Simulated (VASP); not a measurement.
# Os3RuC3 (Pm-3m) in VASP: single point with PBE

Aim: the single point of Os3RuC3 with PBE.

Everything below comes from runs of VASP 6.6.1. Logs are shortened: lines on timing, memory, paths and dates and some standing lists are left out, and cuts for length are marked.

### 1 The cell of the first run

The structure is cubic, space group Pm-3m (No. 221). Conventional cell: a = 4.249 Å, b = 4.249 Å, c = 4.249 Å, α = 90.00°, β = 90.00°, γ = 90.00°. Ru (site symmetry m-3m) has 6 C at 2.12 Å within 2.8 Å. Os (site symmetry 4/mmm) has 4 C at 2.12 Å within 2.8 Å. Within 2.8 Å of C (site symmetry 4/mmm) lie 2 Ru at 2.12 Å and 4 Os at 2.12 Å.

The cell was generated, and may not be a known phase.

### 2 Single point, PBE

The input, INCAR:

```
SYSTEM = Os3RuC3
  PREC = Accurate
  ENCUT = 700
  EDIFF = 1E-6
  ISMEAR = 0
  SIGMA = 0.1
  LREAL = .FALSE.
  LASPH = .TRUE.
  NELM = 120
  ALGO = Normal
  ISIF = 2
  LWAVE = .FALSE.
  LCHARG = .TRUE.
  GGA = PE
  LELF = .TRUE.
  LVHAR = .TRUE.
  NBANDS = 47
  GGA_COMPAT = .FALSE.
```

The input, KPOINTS:

```
regular mesh
0
G
  4 4 4
  0 0 0
```

The input, POSCAR:

```
Os3RuC3
1.0
    4.2494245494      0.0000000000      0.0000000000
    0.0000000000      4.2494245494      0.0000000000
    0.0000000000      0.0000000000      4.2494245494
Ru Os C
1 3 3
Direct
    0.5000000000      0.5000000000      0.5000000000
    0.0000000000      0.5000000000      0.0000000000
    0.0000000000      0.0000000000      0.5000000000
    0.5000000000      0.0000000000      0.0000000000
    0.5000000000      0.0000000000      0.5000000000
    0.5000000000      0.5000000000      0.0000000000
    0.0000000000      0.5000000000      0.5000000000
```

Potentials or basis: VASP PAW PBE potentials, release 64 (Ru_sv, Os_sv_GW, C).

The run is started by

```
cat potpaw_PBE.64/Ru_sv/POTCAR potpaw_PBE.64/Os_sv_GW/POTCAR potpaw_PBE.64/C/POTCAR > POTCAR
mpirun -np 1 vasp_std > vasp.out
```

OUTCAR:

```text
SYSTEM = Os3RuC3
   PREC = Accurate
   ENCUT = 700
   EDIFF = 1E-6
   ISMEAR = 0
   LREAL = .FALSE.
   LASPH = .TRUE.
   NELM = 120
   ISIF = 2
   GGA = PE

 ion  position               nearest neighbor table
   1  0.500  0.500  0.500-   5 2.12   6 2.12   7 2.12   6 2.12   5 2.12   7 2.12   2 3.00   4 3.00
                             2 3.00   3 3.00   4 3.00   3 3.00   4 3.00   2 3.00   3 3.00   4 3.00
   2  0.000  0.500  0.000-   6 2.12   7 2.12   7 2.12   6 2.12   3 3.00   1 3.00   3 3.00   4 3.00
                             3 3.00   4 3.00   3 3.00   1 3.00   4 3.00   1 3.00   1 3.00   4 3.00
   3  0.000  0.000  0.500-   5 2.12   7 2.12   7 2.12   5 2.12   2 3.00   2 3.00   4 3.00   1 3.00
                             2 3.00   4 3.00   2 3.00   1 3.00   4 3.00   1 3.00   4 3.00   1 3.00
   4  0.500  0.000  0.000-   5 2.12   6 2.12   5 2.12   6 2.12   2 3.00   1 3.00   3 3.00   3 3.00
                             1 3.00   2 3.00   1 3.00   1 3.00   2 3.00   3 3.00   3 3.00   2 3.00
   5  0.500  0.000  0.500-   1 2.12   3 2.12   4 2.12   4 2.12   1 2.12   3 2.12
   6  0.500  0.500  0.000-   1 2.12   2 2.12   4 2.12   1 2.12   4 2.12   2 2.12
   7  0.000  0.500  0.500-   1 2.12   2 2.12   3 2.12   2 2.12   3 2.12   1 2.12

  LATTYP: Found a simple cubic cell.
 ALAT       =     4.2494245494

  Lattice vectors:

 A1 = (   4.2494245494,   0.0000000000,   0.0000000000)
 A2 = (   0.0000000000,   4.2494245494,   0.0000000000)
 A3 = (   0.0000000000,   0.0000000000,   4.2494245494)

Analysis of symmetry for initial positions (statically):
=====================================================================
 Subroutine PRICEL returns:
 Original cell was already a primitive cell.

 Routine SETGRP: Setting up the symmetry group for a
 simple cubic supercell.

 Subroutine GETGRP returns: Found 48 space group operations
 (whereof 48 operations were pure point group operations)
 out of a pool of 48 trial point group operations.

The static configuration has the point symmetry O_h .

Analysis of symmetry for dynamics (positions and initial velocities):
=====================================================================
 Subroutine PRICEL returns:
 Original cell was already a primitive cell.

 Routine SETGRP: Setting up the symmetry group for a
 simple cubic supercell.

 Subroutine GETGRP returns: Found 48 space group operations
 (whereof 48 operations were pure point group operations)
 out of a pool of 48 trial point group operations.

The dynamic configuration has the point symmetry O_h .

 Subroutine INISYM returns: Found 48 space group operations
 (whereof 48 operations are pure point group operations),
 and found     1 'primitive' translations

[... 97 lines left out ...]
   POTIM  = 0.5000    time-step for ionic-motion
   TEBEG  =    0.0;   TEEND  =   0.0 temperature during run
   PSTRESS=    0.0 pullay stress
   NELECT =      76.0000    total number of electrons
   NUPDOWN=      -1.0000    fix difference up-down
   EMIN   =  10.00;   EMAX   =-10.00  energy-range for DOS
   EFERMI =   0.00;   METHOD = LEGACY
   ISMEAR =     0;   SIGMA  =   0.10  broadening in eV -4-tet -1-fermi 0-gaus
   EFERMI_NEDOS =   21; number of points for ismear=-14 and -15
   IALGO  =     38    algorithm
   IMIX   =      4    mixing-type and parameters
     AMIX     =   0.40;   BMIX     =  1.00
     AMIX_MAG =   1.60;   BMIX_MAG =  1.00
  volume/ion in A,a.u.               =      10.96        73.98
  Fermi-wavevector in a.u.,A,eV,Ry     =   1.631859  3.083766 36.231812  2.662963
  Thomas-Fermi vector in A             =   2.723925
   LORBIT       =      0    0 simple, 1 ext, 2 COOP (PROOUT), +10 PAW based schemes
   GGA     = PE    functional components
   LHFCALC =     F    Hartree Fock is set to
   AEXX    =    0.0000 exact exchange contribution
   IVDW    =     0    specifies the selected vdW correction
   LEPSILON=     F    determine dielectric tensor
   LRPA    =     F    only Hartree local field effects (RPA)
 non-spin polarized calculation
 Gauss-broadening in eV      SIGMA  =   0.10
  energy-cutoff  :      700.00
  volume of cell :       76.73
 maximum number of plane-waves:      3239
 NGX is ok and might be reduce to    40
   NGX = 19   NGY = 19   NGZ = 19

 number of electron      76.0000003 magnetization

 Free energy of the ion-electron system (eV)
  ---------------------------------------------------
  ext. energy  EPLUGINS =         0.00000000
  ---------------------------------------------------
  free energy    TOTEN  =       -66.82259150 eV

  energy without entropy =      -66.76126832  energy(sigma->0) =      -66.79192991

 E-fermi :  12.5554     XC(G=0): -13.8936

 val. band max:       12.5431609078   @ k =   0.5000   0.2500   0.2500
 cond. band min:      12.5701481740   @ k =   0.2500   0.2500   0.2500
 fundamental gap:      0.0269872661
 Fermi energy:        12.5554231525

 k-point     1 :       0.0000    0.0000    0.0000
  band No.  band energies     occupation
      1     -74.2274      2.00000
      2     -74.2038      2.00000
      3     -74.2038      2.00000
      4     -60.6246      2.00000
      5     -33.7871      2.00000
      6     -33.7871      2.00000
[... 489 lines left out ...]
     46      19.2403      0.00000
     47      19.2403      0.00000

------------------------ aborting loop because EDIFF is reached ----------------------------------------

  FORCE on cell =-STRESS in cart. coord.  units (eV):
  Direction    XX          YY          ZZ          XY          YZ          ZX
  --------------------------------------------------------------------------------------
  -------------------------------------------------------------------------------------
  Total       -0.1641788     -0.1641788     -0.1641788      0.0000000     -0.0000000     -0.0000000
  in kB       -3.4279728     -3.4279728     -3.4279728      0.0000000     -0.0000000     -0.0000000
  external PRESSURE =      -3.4279728 kB  Pullay stress =       0.0000000 kB

 VOLUME and BASIS-vectors are now :
 -----------------------------------------------------------------------------
  energy-cutoff  :      700.00
  volume of cell :       76.73
      direct lattice vectors                 reciprocal lattice vectors
     4.249424549  0.000000000  0.000000000     0.235325981  0.000000000  0.000000000
     0.000000000  4.249424549  0.000000000     0.000000000  0.235325981  0.000000000
     0.000000000  0.000000000  4.249424549     0.000000000  0.000000000  0.235325981

 POSITION                                       TOTAL-FORCE (eV/Angst)
 -----------------------------------------------------------------------------------
      2.12471      2.12471      2.12471         0.000000      0.000000      0.000000
      0.00000      2.12471      0.00000         0.000000      0.000000      0.000000
      0.00000      0.00000      2.12471         0.000000      0.000000      0.000000
      2.12471      0.00000      0.00000         0.000000      0.000000      0.000000
      2.12471      0.00000      2.12471         0.000000      0.000000      0.000000
      2.12471      2.12471      0.00000         0.000000      0.000000      0.000000
      0.00000      2.12471      2.12471         0.000000      0.000000      0.000000
 -----------------------------------------------------------------------------------
    total drift:                                0.000000      0.000000     -0.000000

  FREE ENERGIE OF THE ION-ELECTRON SYSTEM (eV)
  ---------------------------------------------------
  free  energy   TOTEN  =       -66.8225915009 eV

  energy  without entropy=      -66.7612683154  energy(sigma->0) =      -66.79192991
```

OSZICAR:

```text
N       E                     dE             d eps       ncg     rms          rms(c)
DAV:   1     0.110618521380E+04    0.11062E+04   -0.58842E+04   948   0.217E+03
DAV:   2    -0.852032978086E+01   -0.11147E+04   -0.10846E+04  1057   0.612E+02
DAV:   3    -0.808858108336E+02   -0.72365E+02   -0.69897E+02  1176   0.151E+02
DAV:   4    -0.825139001273E+02   -0.16281E+01   -0.15838E+01  1124   0.216E+01
[... 11 lines left out ...]
DAV:  16    -0.668225933368E+02    0.81533E-04   -0.13753E-04  1138   0.454E-02    0.245E-02
DAV:  17    -0.668225948572E+02   -0.15204E-05   -0.17730E-05  1002   0.151E-02    0.188E-02
DAV:  18    -0.668225927143E+02    0.21429E-05   -0.13153E-06   631   0.482E-03    0.123E-02
DAV:  19    -0.668225915222E+02    0.11921E-05   -0.18128E-06   668   0.453E-03    0.165E-03
DAV:  20    -0.668225915009E+02    0.21253E-07   -0.11375E-07   596   0.156E-03
   1 F= -.66822592E+02 E0= -.66791930E+02  d E =-.613232E-01
```

stdout:

```text
POSCAR found type information on POSCAR RuOsC
 POSCAR found :  3 types and       7 ions
 scaLAPACK will be used
 LDA part: xc-table for (Slater+PW92), standard interpolation
 POSCAR, INCAR and KPOINTS ok, starting setup
 FFT: planning ... GRIDC
 FFT: planning ... GRID_SOFT
 FFT: planning ... GRID
 WAVECAR not read
 entering main loop
```

It took 78 s on 1 thread of Intel Xeon Platinum 8488C (Sapphire Rapids), shared host; peak memory 0.27 GiB.

What came out:

```
Free energy            : -66.8226 eV
Pressure               : -0.3 GPa
Band gap on the k mesh : zero (bands 38 and 39 overlap by 0.46 eV)
```

Levels at points of the mesh, in eV from the Fermi level:
```tsv
k point	band 33	band 34	band 35	band 36	band 37	band 38	band 39	band 40	band 41	band 42
(0.00, 0.00, 0.00)	-1.93	-1.93	-1.06	-1.06	-1.06	-0.58	-0.13	-0.13	0.44	0.44
(0.50, 0.00, 0.00)	-2.20	-1.68	-1.53	-0.78	0.27	0.27	0.36	0.36	0.44	1.05
(0.50, 0.50, 0.00)	-1.48	-1.35	-1.35	-1.17	-0.06	0.06	0.96	0.96	1.78	1.78
(0.50, 0.50, 0.50)	-0.31	-0.31	-0.29	-0.29	-0.29	0.03	0.03	0.03	1.95	2.64
```

Caveat: the k points lie up to 0.37 Å⁻¹ apart; spin-orbit coupling is left out, which moves the levels of the heavy elements.

The gap in the log of VASP goes by the Fermi energy; the results here count the filled bands.